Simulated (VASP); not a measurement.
# Si (Fd-3m) in VASP: notebook

The runs below take Si through electric field gradients, with LDA.

Program: VASP 6.6.1. These are calculated values, not measurements. Logs are shortened: lines on timing, memory, paths and dates and some standing lists are left out, and cuts for length are marked.

## (1) The cell of the first run

It takes space group Fd-3m (No. 227, cubic). The conventional cell has a = 5.413 Å, b = 5.413 Å, c = 5.413 Å, α = 90.00°, β = 90.00°, γ = 90.00°. Within 3.1 Å of Si (site symmetry -43m) lie 4 Si at 2.34 Å.

## (2) Electric field gradients, LDA (volume scaled by 0.99)

INCAR

```
PREC = Accurate
ENCUT = 520
EDIFF = 1E-8
ISMEAR = -1
SIGMA = 0.08
LREAL = False
LASPH = True
NELM = 80
ALGO = Normal
ISIF = 2
LWAVE = False
LCHARG = False
LEFG = True
NBANDS = 11
```

KPOINTS

```
Automatic mesh
0
Gamma
  11 11 11
```

POSCAR

```
Si
1.0
    0.0000000000      2.7063880927      2.7063880927
    2.7063880927      0.0000000000      2.7063880927
    2.7063880927      2.7063880927      0.0000000000
Si
2
Direct
    0.5000000000      0.5000000000      0.5000000000
    0.7500000000      0.7500000000      0.7500000000
```

Potentials or basis: VASP PAW LDA potentials, release 64 (Si).

Started as:

```console
cat potpaw_LDA.64/Si/POTCAR > POTCAR
mpirun -np 1 vasp_std > vasp.out
```

OUTCAR:

```text
PREC = Accurate
   ENCUT = 520
   EDIFF = 1E-8
   ISMEAR = -1
   LREAL = False
   LASPH = True
   NELM = 80
   ISIF = 2

 ion  position               nearest neighbor table
   1  0.500  0.500  0.500-   2 2.34   2 2.34   2 2.34   2 2.34
   2  0.750  0.750  0.750-   1 2.34   1 2.34   1 2.34   1 2.34

  LATTYP: Found a face centered cubic cell.
 ALAT       =     5.4127761854

  Lattice vectors:

 A1 = (   0.0000000000,   2.7063880927,   2.7063880927)
 A2 = (   2.7063880927,   0.0000000000,   2.7063880927)
 A3 = (   2.7063880927,   2.7063880927,   0.0000000000)

Analysis of symmetry for initial positions (statically):
=====================================================================
 Subroutine PRICEL returns:
 Original cell was already a primitive cell.

 Routine SETGRP: Setting up the symmetry group for a
 face centered cubic supercell.

 Subroutine GETGRP returns: Found 48 space group operations
 (whereof 24 operations were pure point group operations)
 out of a pool of 48 trial point group operations.

The static configuration has the point symmetry T_d .
 The point group associated with its full space group is O_h .

Analysis of symmetry for dynamics (positions and initial velocities):
=====================================================================
 Subroutine PRICEL returns:
 Original cell was already a primitive cell.

 Routine SETGRP: Setting up the symmetry group for a
 face centered cubic supercell.

 Subroutine GETGRP returns: Found 48 space group operations
 (whereof 24 operations were pure point group operations)
 out of a pool of 48 trial point group operations.

The dynamic configuration has the point symmetry T_d .
 The point group associated with its full space group is O_h .

 Subroutine INISYM returns: Found 48 space group operations
 (whereof 24 operations are pure point group operations),
 and found     1 'primitive' translations

----------------------------------------------------------------------------------------

                                     Primitive cell

  volume of cell :      39.6461

  direct lattice vectors                    reciprocal lattice vectors
     0.000000000  2.706388093  2.706388093    -0.184748079  0.184748079  0.184748079
     2.706388093  0.000000000  2.706388093     0.184748079 -0.184748079  0.184748079
     2.706388093  2.706388093  0.000000000     0.184748079  0.184748079 -0.184748079

  length of vectors
     3.827410746  3.827410746  3.827410746     0.319993059  0.319993059  0.319993059

  position of ions in fractional coordinates (direct lattice)
     0.500000000  0.500000000  0.500000000
     0.750000000  0.750000000  0.750000000

  ion indices of the primitive-cell ions
   primitive index   ion index
                 1           1
                 2           2

----------------------------------------------------------------------------------------

 KPOINTS: Automatic mesh

Automatic generation of k-mesh.
 Grid dimensions read from file:
 generate k-points for:   11   11   11

 Generating k-lattice:

  Cartesian coordinates                     Fractional coordinates (reciprocal lattice)
    -0.016795280  0.016795280  0.016795280     0.090909091  0.000000000  0.000000000
     0.016795280 -0.016795280  0.016795280     0.000000000  0.090909091  0.000000000
     0.016795280  0.016795280 -0.016795280     0.000000000  0.000000000  0.090909091

  Length of vectors
     0.029090278  0.029090278  0.029090278

  Shift w.r.t. Gamma in fractional coordinates (k-lattice)
     0.000000000  0.000000000  0.000000000

 Subroutine IBZKPT returns following result:
 ===========================================

 Found     56 irreducible k-points:

 Following reciprocal coordinates:
            Coordinates               Weight
  0.000000  0.000000  0.000000      1.000000
  0.090909  0.000000  0.000000      8.000000
  0.181818  0.000000  0.000000      8.000000
  0.272727  0.000000  0.000000      8.000000
  0.363636  0.000000  0.000000      8.000000
  0.454545  0.000000  0.000000      8.000000
[... 16 lines left out ...]
 -0.272727  0.181818  0.000000     24.000000
 -0.181818  0.181818  0.000000     12.000000
 [... further k-points ...]
   k-points           NKPTS =     56   k-points in BZ     NKDIM =     56   number of bands    NBANDS=     11
   number of dos      NEDOS =    301   number of ions     NIONS =      2
   total plane-waves  NPLWV =  21952
   dimension x,y,z NGX =    28 NGY =   28 NGZ =   28
   dimension x,y,z NGXF=    56 NGYF=   56 NGZF=   56
   ions per type =               2
   NGX,Y,Z   is equivalent  to a cutoff of  12.16, 12.16, 12.16 a.u.
   NGXF,Y,Z  is equivalent  to a cutoff of  24.32, 24.32, 24.32 a.u.
 SYSTEM =  unknown system
   PREC   = accura    normal or accurate (medium, high low for compatibility)
   ISTART =      0    job   : 0-new  1-cont  2-samecut
   ICHARG =      2    charge: 1-file 2-atom 10-const
   ISPIN  =      1    spin polarized calculation?
   LNONCOLLINEAR =      F non collinear calculations
   LSORBIT =      F    spin-orbit coupling
   LASPH  =      T    aspherical Exc in radial PAW
   ENCUT  =  520.0 eV  38.22 Ry    6.18 a.u.   7.12  7.12  7.12*2*pi/ulx,y,z
   NELM   =     80;   NELMIN=  2; NELMDL= -5     # of ELM steps
   EDIFF  = 0.1E-07   stopping-criterion for ELM
   LREAL  =      F    real-space projection
   EDIFFG = 0.1E-06   stopping-criterion for IOM
   NSW    =      0    number of steps for IOM
   IBRION =     -1    ionic relax: 0-MD 1-quasi-New 2-CG
   NFREE  =      0    steps in history (QN), initial steepest desc. (CG)
   ISIF   =      2    stress and relaxation
   ISYM   =      2    0-nonsym 1-usesym 2-fastsym
   POTIM  = 0.5000    time-step for ionic-motion
   TEBEG  =    0.0;   TEEND  =   0.0 temperature during run
   PSTRESS=    0.0 pullay stress
   NELECT =       8.0000    total number of electrons
   NUPDOWN=      -1.0000    fix difference up-down
   EMIN   =  10.00;   EMAX   =-10.00  energy-range for DOS
   EFERMI =   0.00;   METHOD = LEGACY
   ISMEAR =    -1;   SIGMA  =   0.08  broadening in eV -4-tet -1-fermi 0-gaus
   EFERMI_NEDOS =   21; number of points for ismear=-14 and -15
   IALGO  =     38    algorithm
   IMIX   =      4    mixing-type and parameters
     AMIX     =   0.40;   BMIX     =  1.00
     AMIX_MAG =   1.60;   BMIX_MAG =  1.00
  volume/ion in A,a.u.               =      19.82       133.77
  Fermi-wavevector in a.u.,A,eV,Ry     =   0.960221  1.814556 12.544916  0.922025
  Thomas-Fermi vector in A             =   2.089487
   LORBIT       =      0    0 simple, 1 ext, 2 COOP (PROOUT), +10 PAW based schemes
   GGA     = CA    functional components
   LHFCALC =     F    Hartree Fock is set to
   AEXX    =    0.0000 exact exchange contribution
   IVDW    =     0    specifies the selected vdW correction
   LEPSILON=     F    determine dielectric tensor
   LRPA    =     F    only Hartree local field effects (RPA)
 non-spin polarized calculation
  energy-cutoff  :      520.00
  volume of cell :       39.65
 maximum number of plane-waves:      1079
   NGX = 15   NGY = 15   NGZ = 15

 number of electron       8.0000001 magnetization

 Free energy of the ion-electron system (eV)
  ---------------------------------------------------
  ext. energy  EPLUGINS =         0.00000000
  ---------------------------------------------------
  free energy    TOTEN  =       -11.91931523 eV

  energy without entropy =      -11.91876311  energy(sigma->0) =      -11.91903917

 E-fermi :   6.0880     XC(G=0):  -9.6432

 val. band max:        5.8708581907   @ k =   0.0000   0.0000   0.0000
 cond. band min:       6.3448376674   @ k =   0.4545   0.4545   0.0000
 fundamental gap:      0.4739794767
 Fermi energy:         6.0879903105

 k-point     1 :       0.0000    0.0000    0.0000
  band No.  band energies     occupation
      1      -6.1541      2.00000
      2       5.8709      1.87571
      3       5.8709      1.87571
      4       5.8709      1.87571
      5       8.3995      0.00000
      6       8.3995      0.00000
      7       8.3995      0.00000
      8       9.1938      0.00000
      9      13.5910      0.00000
     10      13.6040      0.00000
     11      13.6040      0.00000
[... 309 lines left out ...]
 k-point    24 :      -0.1818    0.1818    0.0000
  band No.  band energies     occupation
      1      -5.0199      2.00000
      2       1.7816      2.00000
      3       3.1367      2.00000
      4       5.1825      1.99998
      5       8.8156      0.00000
      6       9.5857      0.00000
      7       9.8568      0.00000
      8      11.4802      0.00000
      9      11.9116      0.00000
     10      15.8557      0.00000
     11      16.3725      0.00000

 [... further k-points ...]
[... 5 lines left out ...]
  --------------------------------------------------------------------------------------
  -------------------------------------------------------------------------------------
  Total       -0.1317681     -0.1317681     -0.1317681     -0.0000000     -0.0000000      0.0000000
  in kB       -5.3250132     -5.3250132     -5.3250132     -0.0000000     -0.0000000      0.0000000
  external PRESSURE =      -5.3250132 kB  Pullay stress =       0.0000000 kB

 VOLUME and BASIS-vectors are now :
 -----------------------------------------------------------------------------
  energy-cutoff  :      520.00
  volume of cell :       39.65
      direct lattice vectors                 reciprocal lattice vectors
     0.000000000  2.706388093  2.706388093    -0.184748079  0.184748079  0.184748079
     2.706388093  0.000000000  2.706388093     0.184748079 -0.184748079  0.184748079
     2.706388093  2.706388093  0.000000000     0.184748079  0.184748079 -0.184748079

 POSITION                                       TOTAL-FORCE (eV/Angst)
 -----------------------------------------------------------------------------------
      2.70639      2.70639      2.70639        -0.000000     -0.000000     -0.000000
      4.05958      4.05958      4.05958         0.000000      0.000000      0.000000
 -----------------------------------------------------------------------------------
    total drift:                                0.000000      0.000000     -0.000000

  FREE ENERGIE OF THE ION-ELECTRON SYSTEM (eV)
  ---------------------------------------------------
  free  energy   TOTEN  =       -11.9193152336 eV

  energy  without entropy=      -11.9187631131  energy(sigma->0) =      -11.91903917

 Electric field gradients (V/A^2)
---------------------------------------------------------------------
 ion       V_xx      V_yy      V_zz      V_xy      V_xz      V_yz
---------------------------------------------------------------------
   1       0.000    -0.000    -0.000    -0.000    -0.000    -0.000
   2       0.000    -0.000    -0.000    -0.000    -0.000    -0.000
---------------------------------------------------------------------

 Electric field gradients after diagonalization (V/A^2)
 (convention: |V_zz| > |V_xx| > |V_yy|)
----------------------------------------------------------------------
 ion       V_xx      V_yy      V_zz     asymmetry (V_yy - V_xx)/ V_zz
----------------------------------------------------------------------
   1       0.000     0.000    -0.000       0.000
   2       0.000     0.000    -0.000       0.000
----------------------------------------------------------------------

           NMR quadrupolar parameters

 Cq : quadrupolar parameter    Cq=e*Q*V_zz/h
 eta: asymmetry parameters     (V_yy - V_xx)/ V_zz
 Q  : nuclear electric quadrupole moment in mb (millibarn)
----------------------------------------------------------------------
 ion       Cq(MHz)       eta       Q (mb)
----------------------------------------------------------------------
   1      -0.000       0.000       1.000
   2      -0.000       0.000       1.000
----------------------------------------------------------------------
```

It took 11 s on 1 thread of AMD EPYC 9R14 (Zen 4), shared host; peak memory 0.11 GiB.

What came out:

```
Free energy            : -11.9193 eV
Pressure               : -0.5 GPa
Band gap on the k mesh : 0.47 eV, indirect (least direct gap 2.53 eV)
```

Levels at points of the mesh, in eV from the valence-band top:
```csv
k point,band 1,band 2,band 3,band 4,band 5,band 6,band 7,band 8
"(0.00, 0.00, 0.00)",-12.02,0.00,0.00,0.00,2.53,2.53,2.53,3.32
```

Caveat: without QUAD_EFG the Cq values of the log hold for a quadrupole moment of 1 mb, not for the nuclei. A k mesh can miss the band edges.

## (3) Electric field gradients, LDA (volume scaled by 1.02)

INCAR

```
SYSTEM = Si
PREC = Accurate
ENCUT = 520
EDIFF = 1E-8
ISMEAR = -1
SIGMA = 0.08
LREAL = .FALSE.
LASPH = .TRUE.
NELM = 80
ALGO = Normal
ISIF = 2
LWAVE = .FALSE.
LCHARG = .FALSE.
GGA = CA
LEFG = .TRUE.
NBANDS = 11
```

KPOINTS

```
regular mesh
0
G
  11 11 11
  0 0 0
```

POSCAR

```
Si
1.0
    0.0000000000      2.7334537691      2.7334537691
    2.7334537691      0.0000000000      2.7334537691
    2.7334537691      2.7334537691      0.0000000000
Si
2
Direct
    0.5000000000      0.5000000000      0.5000000000
    0.7500000000      0.7500000000      0.7500000000
```

Potentials or basis: VASP PAW LDA potentials, release 64 (Si).

Started as:

```console
cat potpaw_LDA.64/Si/POTCAR > POTCAR
mpirun -np 1 vasp_std > vasp.out
```

OUTCAR:

```text
SYSTEM = Si
   PREC = Accurate
   ENCUT = 520
   EDIFF = 1E-8
   ISMEAR = -1
   LREAL = .FALSE.
   LASPH = .TRUE.
   NELM = 80
   ISIF = 2
   GGA = CA

 ion  position               nearest neighbor table
   1  0.500  0.500  0.500-   2 2.37   2 2.37   2 2.37   2 2.37
   2  0.750  0.750  0.750-   1 2.37   1 2.37   1 2.37   1 2.37

  LATTYP: Found a face centered cubic cell.
 ALAT       =     5.4669075382

  Lattice vectors:

 A1 = (   0.0000000000,   2.7334537691,   2.7334537691)
 A2 = (   2.7334537691,   0.0000000000,   2.7334537691)
[... 550 lines left out ...]
  ---------------------------------------------------
  free  energy   TOTEN  =       -11.9052559086 eV

  energy  without entropy=      -11.9048159071  energy(sigma->0) =      -11.90503591

 Electric field gradients (V/A^2)
---------------------------------------------------------------------
 ion       V_xx      V_yy      V_zz      V_xy      V_xz      V_yz
---------------------------------------------------------------------
   1      -0.000    -0.000     0.000     0.000     0.000     0.000
   2      -0.000    -0.000     0.000     0.000     0.000     0.000
---------------------------------------------------------------------

 Electric field gradients after diagonalization (V/A^2)
 (convention: |V_zz| > |V_xx| > |V_yy|)
----------------------------------------------------------------------
 ion       V_xx      V_yy      V_zz     asymmetry (V_yy - V_xx)/ V_zz
----------------------------------------------------------------------
   1      -0.000    -0.000     0.000       0.000
   2      -0.000    -0.000     0.000       0.000
----------------------------------------------------------------------

           NMR quadrupolar parameters

 Cq : quadrupolar parameter    Cq=e*Q*V_zz/h
 eta: asymmetry parameters     (V_yy - V_xx)/ V_zz
 Q  : nuclear electric quadrupole moment in mb (millibarn)
----------------------------------------------------------------------
 ion       Cq(MHz)       eta       Q (mb)
----------------------------------------------------------------------
   1       0.000       0.000       1.000
   2       0.000       0.000       1.000
----------------------------------------------------------------------
```

It took 14 s on 1 thread of AMD EPYC 9R14 (Zen 4), shared host; peak memory 0.12 GiB.

What came out:

```
Free energy            : -11.9053 eV
Pressure               : -3.2 GPa
Band gap on the k mesh : 0.53 eV, indirect (least direct gap 2.52 eV)
```

Caveat: without QUAD_EFG the Cq values of the log hold for a quadrupole moment of 1 mb, not for the nuclei. A k mesh can miss the band edges.

[end of part 1 of 2]
